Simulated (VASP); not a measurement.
Crystal: WC.

```
W C
1.0
     0.00000    2.19268    2.19268
     2.19268    0.00000    2.19268
     2.19268    2.19268    0.00000
W C
1 1
Cartesian
  0.0000 0.0000 0.0000
  2.1927 2.1927 2.1927
```

Base run:

- Program: VASP 6.6.1
- Functional: r2SCAN
- Potentials or basis: VASP PAW PBE potentials, release 64 (W_sv, C)
- Cutoff: 520 eV
- k mesh: 12 × 12 × 12
- Occupations: fermi-dirac, width 0.025 eV
- Spin: no spin polarisation

Its results: band gap on the k mesh zero (band 9 reaches 13.49 eV, above the bottom of band 10 at 10.18 eV); pressure -3.8 GPa.

Task: The run is repeated on the same cell with these changes: occupations from fermi-dirac, width 0.025 eV to fermi-dirac, width 0.15 eV. What comes out?

Result: Band gap on the k mesh zero (band 9 reaches 13.50 eV, above the bottom of band 10 at 10.18 eV); pressure -3.3 GPa.

Caveats: the PAW data sets were made with another functional, which shifts forces and pressure a little; spin-orbit coupling is left out, which moves the levels of the heavy elements.
